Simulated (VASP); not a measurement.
# Zn (R-3m) in VASP: further runs

The runs below take Zn through single point, with PBE.

Everything below comes from runs of VASP 6.6.1. Logs are shortened: lines on timing, memory, paths and dates and some standing lists are left out, and cuts for length are marked.

## 1. The cell of the first run

It takes space group R-3m (No. 166, trigonal). Conventional cell: a = 2.012 Å, b = 2.012 Å, c = 10.897 Å, α = 90.00°, β = 90.00°, γ = 120.00°. Within 2.7 Å of Zn (site symmetry -3m) lie 6 Zn at 2.01 Å.

## 2. Single point, PBE

Contents of INCAR:

```
SYSTEM = Zn
PREC     = Accurate       ! precision mode
ENCUT    = 520            ! plane-wave cutoff, eV
EDIFF    = 1E-6           ! SCF threshold, eV
ISMEAR   = 0              ! smearing method
SIGMA    = 0.15           ! smearing width, eV
LREAL    = .FALSE.        ! projectors in reciprocal space
LASPH    = .TRUE.         ! aspherical terms in the spheres
NELM     = 60             ! most SCF steps
ALGO     = Fast           ! electronic algorithm
ISIF     = 2              ! what is computed and relaxed
LWAVE    = .FALSE.        ! write WAVECAR
LCHARG   = .FALSE.        ! write CHGCAR
GGA      = PE             ! functional
NBANDS   = 12             ! bands
```

Contents of KPOINTS:

```
regular mesh
0
G
  22 22 22
  0 0 0
```

Contents of POSCAR:

```
Zn
1.0
    1.1486760520      2.5713612786      2.5713612786
    2.5713612786      1.1486760520      2.5713612786
    2.5713612786      2.5713612786      1.1486760520
Zn
1
Direct
    0.0000000000      0.0000000000      0.0000000000
```

Potentials or basis: VASP PAW PBE potentials, release 64 (Zn).

Launch:

```sh
cat potpaw_PBE.64/Zn/POTCAR > POTCAR
mpirun -np 1 vasp_std > vasp.out
```

OUTCAR:

```text
SYSTEM = Zn
   PREC = Accurate
   ENCUT = 520
   EDIFF = 1E-6
   ISMEAR = 0
   LREAL = .FALSE.
   LASPH = .TRUE.
   NELM = 60
   ISIF = 2
   GGA = PE

 ion  position               nearest neighbor table
   1  0.000  0.000  0.000-

  LATTYP: Found a trigonal (rhomboedric) cell.
 ALAT       =     3.8135618944
 COS(alpha) =     0.8608266617

  Lattice vectors:

 A1 = (   1.1486760520,   2.5713612786,   2.5713612786)
 A2 = (   2.5713612786,   1.1486760520,   2.5713612786)
 A3 = (   2.5713612786,   2.5713612786,   1.1486760520)

Analysis of symmetry for initial positions (statically):
=====================================================================
 Subroutine PRICEL returns:
 Original cell was already a primitive cell.

 Routine SETGRP: Setting up the symmetry group for a
 trigonal (rhombohedral) supercell.

 Subroutine GETGRP returns: Found 12 space group operations
 (whereof 12 operations were pure point group operations)
 out of a pool of 12 trial point group operations.

The static configuration has the point symmetry D_3d.

Analysis of symmetry for dynamics (positions and initial velocities):
=====================================================================
 Subroutine PRICEL returns:
 Original cell was already a primitive cell.

 Routine SETGRP: Setting up the symmetry group for a
 trigonal (rhombohedral) supercell.

 Subroutine GETGRP returns: Found 12 space group operations
 (whereof 12 operations were pure point group operations)
 out of a pool of 12 trial point group operations.

The dynamic configuration has the point symmetry D_3d.

 Subroutine INISYM returns: Found 12 space group operations
 (whereof 12 operations are pure point group operations),
 and found     1 'primitive' translations

----------------------------------------------------------------------------------------

                                     Primitive cell

  volume of cell :      12.7340

  direct lattice vectors                    reciprocal lattice vectors
     1.148676052  2.571361279  2.571361279    -0.415615058  0.287281114  0.287281114
     2.571361279  1.148676052  2.571361279     0.287281114 -0.415615058  0.287281114
     2.571361279  2.571361279  1.148676052     0.287281114  0.287281114 -0.415615058

  length of vectors
     3.813561894  3.813561894  3.813561894     0.581202851  0.581202851  0.581202851

  position of ions in fractional coordinates (direct lattice)
     0.000000000  0.000000000  0.000000000

  ion indices of the primitive-cell ions
   primitive index   ion index
                 1           1

----------------------------------------------------------------------------------------

 KPOINTS: regular mesh

Automatic generation of k-mesh.
 Grid dimensions read from file:
 generate k-points for:   22   22   22

 Generating k-lattice:

  Cartesian coordinates                     Fractional coordinates (reciprocal lattice)
    -0.018891594  0.013058232  0.013058232     0.045454545  0.000000000  0.000000000
     0.013058232 -0.018891594  0.013058232     0.000000000  0.045454545  0.000000000
     0.013058232  0.013058232 -0.018891594     0.000000000  0.000000000  0.045454545

  Length of vectors
     0.026418311  0.026418311  0.026418311

  Shift w.r.t. Gamma in fractional coordinates (k-lattice)
     0.000000000  0.000000000  0.000000000

 Subroutine IBZKPT returns following result:
 ===========================================

 Found   1024 irreducible k-points:

 Following reciprocal coordinates:
            Coordinates               Weight
  0.000000  0.000000  0.000000      1.000000
  0.045455  0.000000  0.000000      6.000000
  0.090909  0.000000  0.000000      6.000000
  0.136364  0.000000  0.000000      6.000000
  0.181818  0.000000 -0.000000      6.000000
  0.227273 -0.000000 -0.000000      6.000000
[... 16 lines left out ...]
  0.500000  0.045455  0.000000     12.000000
 -0.454545  0.045455  0.000000     12.000000
 [... further k-points ...]
   k-points           NKPTS =   1024   k-points in BZ     NKDIM =   1024   number of bands    NBANDS=     12
   number of dos      NEDOS =    301   number of ions     NIONS =      1
   total plane-waves  NPLWV =  21952
   dimension x,y,z NGX =    28 NGY =   28 NGZ =   28
   dimension x,y,z NGXF=    56 NGYF=   56 NGZF=   56
   ions per type =               1
   NGX,Y,Z   is equivalent  to a cutoff of  12.21, 12.21, 12.21 a.u.
   NGXF,Y,Z  is equivalent  to a cutoff of  24.41, 24.41, 24.41 a.u.
 SYSTEM =  Zn
   PREC   = accura    normal or accurate (medium, high low for compatibility)
   ISTART =      0    job   : 0-new  1-cont  2-samecut
   ICHARG =      2    charge: 1-file 2-atom 10-const
   ISPIN  =      1    spin polarized calculation?
   LNONCOLLINEAR =      F non collinear calculations
   LSORBIT =      F    spin-orbit coupling
   LASPH  =      T    aspherical Exc in radial PAW
   ENCUT  =  520.0 eV  38.22 Ry    6.18 a.u.   7.09  7.09  7.09*2*pi/ulx,y,z
   NELM   =     60;   NELMIN=  2; NELMDL= -5     # of ELM steps
   EDIFF  = 0.1E-05   stopping-criterion for ELM
   LREAL  =      F    real-space projection
   EDIFFG = 0.1E-04   stopping-criterion for IOM
   NSW    =      0    number of steps for IOM
   IBRION =     -1    ionic relax: 0-MD 1-quasi-New 2-CG
   NFREE  =      0    steps in history (QN), initial steepest desc. (CG)
   ISIF   =      2    stress and relaxation
   ISYM   =      2    0-nonsym 1-usesym 2-fastsym
   POTIM  = 0.5000    time-step for ionic-motion
   TEBEG  =    0.0;   TEEND  =   0.0 temperature during run
   PSTRESS=    0.0 pullay stress
   NELECT =      12.0000    total number of electrons
   NUPDOWN=      -1.0000    fix difference up-down
   EMIN   =  10.00;   EMAX   =-10.00  energy-range for DOS
   EFERMI =   0.00;   METHOD = LEGACY
   ISMEAR =     0;   SIGMA  =   0.15  broadening in eV -4-tet -1-fermi 0-gaus
   EFERMI_NEDOS =   21; number of points for ismear=-14 and -15
   IALGO  =     68    algorithm
   IMIX   =      4    mixing-type and parameters
     AMIX     =   0.40;   BMIX     =  1.00
     AMIX_MAG =   1.60;   BMIX_MAG =  1.00
  volume/ion in A,a.u.               =      12.73        85.93
  Fermi-wavevector in a.u.,A,eV,Ry     =   1.605019  3.033047 35.049797  2.576087
  Thomas-Fermi vector in A             =   2.701432
   LORBIT       =      0    0 simple, 1 ext, 2 COOP (PROOUT), +10 PAW based schemes
   GGA     = PE    functional components
   LHFCALC =     F    Hartree Fock is set to
   AEXX    =    0.0000 exact exchange contribution
   IVDW    =     0    specifies the selected vdW correction
   LEPSILON=     F    determine dielectric tensor
   LRPA    =     F    only Hartree local field effects (RPA)
 non-spin polarized calculation
 RMM-DIIS sequential band-by-band and
 Gauss-broadening in eV      SIGMA  =   0.15
  energy-cutoff  :      520.00
  volume of cell :       12.73
 maximum number of plane-waves:       362
   NGX = 15   NGY = 15   NGZ = 15

 number of electron      11.9999993 magnetization

 Free energy of the ion-electron system (eV)
  ---------------------------------------------------
  ext. energy  EPLUGINS =         0.00000000
  ---------------------------------------------------
  free energy    TOTEN  =         2.21842798 eV

  energy without entropy =        2.22029501  energy(sigma->0) =        2.21936150

 E-fermi :   3.9916     XC(G=0): -11.8747

 val. band max:        3.9899645211   @ k =  -0.4545   0.4091   0.2273
 cond. band min:       4.0124346198   @ k =   0.4091   0.3182   0.1364
 fundamental gap:      0.0224700987
 Fermi energy:         3.9916365521

 k-point     1 :       0.0000    0.0000    0.0000
  band No.  band energies     occupation
      1      -9.7078      2.00000
      2      -5.7226      2.00000
      3      -5.7226      2.00000
      4      -5.5706      2.00000
      5      -3.5836      2.00000
      6      -3.5836      2.00000
      7       3.2697      2.00000
      8       9.4651      0.00000
      9      35.8210      0.00000
     10      38.0165      0.00000
     11      41.6904      0.00000
     12      44.5206      0.00000

 k-point     2 :       0.0455    0.0000    0.0000
  band No.  band energies     occupation
      1      -9.5959      2.00000
      2      -5.7605      2.00000
      3      -5.6682      2.00000
      4      -5.5259      2.00000
      5      -3.6882      2.00000
      6      -3.5943      2.00000
      7       3.4426      2.00000
      8       9.5582      0.00000
      9      35.2896      0.00000
     10      38.0115      0.00000
     11      41.5502      0.00000
     12      42.3597      0.00000

 k-point     3 :       0.0909    0.0000    0.0000
  band No.  band energies     occupation
      1      -9.2704      2.00000
      2      -5.8633      2.00000
      3      -5.5082      2.00000
      4      -5.3928      2.00000
      5      -3.9696      2.00000
      6      -3.6255      2.00000
      7       3.9275      1.45485
      8       9.8412      0.00000
      9      33.5964      0.00000
     10      37.9535      0.00000
     11      39.6177      0.00000
     12      40.3186      0.00000
[... 286 lines left out ...]
 k-point    23 :       0.5000    0.0455    0.0000
  band No.  band energies     occupation
      1      -8.3840      2.00000
      2      -6.5696      2.00000
      3      -4.1435      2.00000
      4      -4.0582      2.00000
      5      -2.9062      2.00000
      6       2.7402      2.00000
      7       9.7491      0.00000
      8      13.4869      0.00000
      9      18.0582      0.00000
     10      21.4342      0.00000
     11      25.4112      0.00000
     12      28.6694      0.00000

 k-point    24 :      -0.4545    0.0455    0.0000
  band No.  band energies     occupation
      1      -8.3842      2.00000
      2      -6.5680      2.00000
      3      -4.1435      2.00000
      4      -4.0598      2.00000
      5      -2.9067      2.00000
      6       2.7078      2.00000
      7       9.7970      0.00000
      8      13.7972      0.00000
      9      17.7331      0.00000
     10      20.9145      0.00000
     11      25.9368      0.00000
     12      28.6895      0.00000

 [... further k-points ...]

------------------------ aborting loop because EDIFF is reached ----------------------------------------

  FORCE on cell =-STRESS in cart. coord.  units (eV):
  Direction    XX          YY          ZZ          XY          YZ          ZX
  --------------------------------------------------------------------------------------
  -------------------------------------------------------------------------------------
  Total       11.7700742     11.7700742     11.7700742     -5.8460903     -5.8460903     -5.8460903
  in kB     1480.8972870   1480.8972870   1480.8972870   -735.5483963   -735.5483963   -735.5483963
  external PRESSURE =    1480.8972870 kB  Pullay stress =       0.0000000 kB

 VOLUME and BASIS-vectors are now :
 -----------------------------------------------------------------------------
  energy-cutoff  :      520.00
  volume of cell :       12.73
      direct lattice vectors                 reciprocal lattice vectors
     1.148676052  2.571361279  2.571361279    -0.415615058  0.287281114  0.287281114
     2.571361279  1.148676052  2.571361279     0.287281114 -0.415615058  0.287281114
     2.571361279  2.571361279  1.148676052     0.287281114  0.287281114 -0.415615058

 POSITION                                       TOTAL-FORCE (eV/Angst)
 -----------------------------------------------------------------------------------
      0.00000      0.00000      0.00000        -0.000000      0.000000     -0.000000
 -----------------------------------------------------------------------------------
    total drift:                               -0.000000     -0.000000     -0.000000

  FREE ENERGIE OF THE ION-ELECTRON SYSTEM (eV)
  ---------------------------------------------------
  free  energy   TOTEN  =         2.2184279828 eV

  energy  without entropy=        2.2202950085  energy(sigma->0) =        2.21936150
```

It took 2.1 min on 1 thread of Intel Xeon 6975P-C (Granite Rapids), shared host; peak memory 0.29 GiB.

What came out:

```yaml
Free_energy: 2.2184 eV
Pressure: 148.1 GPa
Band_gap_on_the_k_mesh: zero (band 6 reaches 9.13 eV, above the bottom of band 7 at -1.42 eV)
```

## 3. Single point, PBE

This run uses another cell than the first one, of the same volume but with other edges.

Contents of INCAR:

```
SYSTEM = Zn
PREC = Accurate
ENCUT = 520
EDIFF = 1E-6
ISMEAR = 0
SIGMA = 0.15
LREAL = .FALSE.
LASPH = .TRUE.
NELM = 100
ALGO = Fast
ISIF = 2
LWAVE = .FALSE.
LCHARG = .FALSE.
GGA = PE
NBANDS = 12
```

KPOINTS is that of step 2.

Contents of POSCAR:

```
Zn
1.0
   -0.8816324551      1.5329169015      1.5329169015
    1.5329169015     -0.8816324551      1.5329169015
    1.5329169015      1.5329169015     -0.8816324551
Zn
1
Direct
    0.0000000000      0.0000000000      0.0000000000
```

Potentials or basis: VASP PAW PBE potentials, release 64 (Zn).

Launch:

```sh
cat potpaw_PBE.64/Zn/POTCAR > POTCAR
mpirun -np 1 vasp_std > vasp.out
```

It took 43 s on 1 thread of Intel Xeon 6975P-C (Granite Rapids), shared host; peak memory 0.25 GiB.

It converged, with:

- Free energy: -0.3917 eV
- Pressure: 42.3 GPa
- Band gap on the k mesh: zero (band 6 reaches 10.58 eV, above the bottom of band 7 at 1.81 eV)

Stress tensor (GPa, compression positive):
```
42.27 -3.31 -3.31
-3.31 42.27 -3.31
-3.31 -3.31 42.27
```

Levels at points of the mesh, in eV from the Fermi level:
| k point | band 2 | band 3 | band 4 | band 5 | band 6 | band 7 | band 8 | band 9 | band 10 | band 11 |
| --- | --- | --- | --- | --- | --- | --- | --- | --- | --- | --- |
| (0.00, 0.00, 0.00) | -9.35 | -9.35 | -7.28 | -7.24 | -7.24 | 15.49 | 15.54 | 15.54 | 18.76 | 18.76 |
| (0.50, 0.00, 0.00) | -9.12 | -7.85 | -7.83 | -7.20 | -4.48 | -2.52 | 20.50 | 20.77 | 23.50 | 24.17 |
| (0.50, 0.50, 0.00) | -8.84 | -7.78 | -7.70 | -6.76 | 0.38 | 2.23 | 4.62 | 7.41 | 26.62 | 27.85 |
| (0.50, 0.50, 0.50) | -9.06 | -8.78 | -6.73 | -6.73 | 6.25 | 6.25 | 8.28 | 11.87 | 11.87 | 12.62 |

## 4. Single point, PBE

This run uses another cell than the first one, of the same volume but with other edges.

Contents of INCAR:

```
SYSTEM = Zn
PREC = Accurate ; ENCUT = 520
EDIFF = 1E-7 ; ISMEAR = 0
SIGMA = 0.15 ; LREAL = .FALSE.
LASPH = .TRUE. ; NELM = 80
ALGO = Fast ; ISIF = 2
LWAVE = .FALSE. ; LCHARG = .TRUE.
GGA = PE ; LELF = .TRUE.
LVHAR = .TRUE. ; NBANDS = 12
```

Contents of KPOINTS:

```
Automatic mesh
0
G
  22 22 22
  0 0 0
```

Contents of POSCAR:

```
Zn
1.0
    0.5272043633      2.1510371044      2.1510371044
    2.1510371044      0.5272043633      2.1510371044
    2.1510371044      2.1510371044      0.5272043633
Zn
1
Direct
    0.0000000000      0.0000000000      0.0000000000
```

Launch:

```sh
cat potpaw_PBE.64/Zn/POTCAR > POTCAR
mpirun -np 1 vasp_std > vasp.out
```

Wall time 64 s (1 thread of Intel Xeon 6975P-C (Granite Rapids), shared host); peak memory 0.27 GiB.

Results (log left out):

```
Free energy            : -0.5429 eV
Pressure               : 45.1 GPa
Band gap on the k mesh : zero (band 6 reaches 7.43 eV, above the bottom of band 7 at -1.06 eV)
```

Stress tensor (GPa, compression positive):
```
 45.05 -19.88 -19.88
-19.88  45.05 -19.88
-19.88 -19.88  45.05
```

Levels at points of the mesh, in eV from the Fermi level:
| k point | band 2 | band 3 | band 4 | band 5 | band 6 | band 7 | band 8 | band 9 | band 10 | band 11 |
| --- | --- | --- | --- | --- | --- | --- | --- | --- | --- | --- |
| (0.00, 0.00, 0.00) | -8.81 | -8.25 | -8.25 | -7.23 | -7.23 | 7.08 | 12.20 | 26.26 | 29.23 | 29.23 |
| (0.50, 0.00, 0.00) | -8.68 | -7.55 | -7.53 | -6.67 | -2.22 | 1.83 | 11.14 | 15.50 | 19.96 | 22.97 |
| (0.50, 0.50, 0.00) | -8.99 | -7.39 | -7.24 | -6.66 | -0.96 | 3.72 | 6.36 | 10.87 | 16.45 | 21.43 |
| (0.50, 0.50, 0.50) | -8.27 | -8.27 | -7.17 | -7.17 | -5.35 | -5.18 | 25.23 | 27.44 | 27.44 | 29.31 |

[end of part 1 of 2]
